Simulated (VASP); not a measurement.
Ir: single point with revPBE

Crystal: Ir.

```
Ir
1.0
     0.00000    1.88971    1.88971
     1.88971    0.00000    1.88971
     1.88971    1.88971    0.00000
Ir
1
Direct
  0.00000 0.00000 0.00000
```

- Program: VASP 6.6.1
- Task: single point
- Functional: revPBE
- Potentials or basis: VASP PAW PBE potentials, release 64 (Ir)
- Cutoff: 520 eV
- k mesh: 12 × 12 × 12
- Occupations: fermi-dirac, width 0.15 eV
- Spin: no spin polarisation

The pressure is 34.0 GPa.

Levels at points of the mesh, in eV from the Fermi level:
| k point | band 1 | band 2 | band 3 | band 4 | band 5 | band 6 | band 7 | band 8 |
| --- | --- | --- | --- | --- | --- | --- | --- | --- |
| (0.00, 0.00, 0.00) | -11.58 | -4.13 | -4.13 | -4.13 | -1.24 | -1.24 | 14.24 | 20.12 |
| (0.50, 0.00, 0.00) | -8.57 | -4.26 | -4.26 | -0.84 | 1.02 | 1.02 | 7.82 | 13.79 |
| (0.50, 0.50, 0.00) | -8.44 | -7.83 | 0.98 | 1.65 | 1.65 | 1.75 | 11.24 | 11.98 |

It took 19 s on 1 thread of AMD EPYC 7R13, on a shared host, peak memory 0.1 GiB.

Caveat: the PAW data sets were made with another functional, which shifts forces and pressure a little; spin-orbit coupling is left out, which moves the levels of the heavy elements.
